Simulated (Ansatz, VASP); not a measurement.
**Two plane-wave programs on CoSi2**

```
CELL_PARAMETERS angstrom
2.69705 0.00000 0.00000
0.00000 2.69705 0.00000
0.00000 0.00000 5.07114
ATOMIC_POSITIONS crystal
Co 0.00000 0.00000 0.00000
Si 0.50000 0.50000 0.27085
Si 0.50000 0.50000 0.72915
```

Alike in both runs: task relaxation of cell and atoms; functional PBEsol; k mesh 16 × 16 × 8; occupations gaussian, width 0.1 eV; no spin polarisation.

```csv
,VASP,Ansatz
version,VASP 6.6.1,Ansatz 0.2.0
potentials or method,"VASP PAW PBE potentials, release 64 (Co, Si), cutoff 600 eV","scalar-relativistic, plane waves, PAW"
valence electrons in the cell,17,25
```

|  | VASP | Ansatz | Ansatz less VASP |
| --- | --- | --- | --- |
| gap on the k mesh at the Fermi level, each at its own relaxed structure (eV) | none | none | - |
| relaxed volume (Å³/atom) | 12.32 | 12.31 | -0.013 |
| relaxed cell length with the largest relative difference (Å) | 2.698 | 2.697 | -0.0011 |

VASP's potentials were made for PBE, not for PBEsol. A gap of «none» marks a metal or a gap that the smearing closes. VASP's potentials hold 17 valence electrons a cell and Ansatz's 25, so a difference there can come from the potentials and not from the codes.
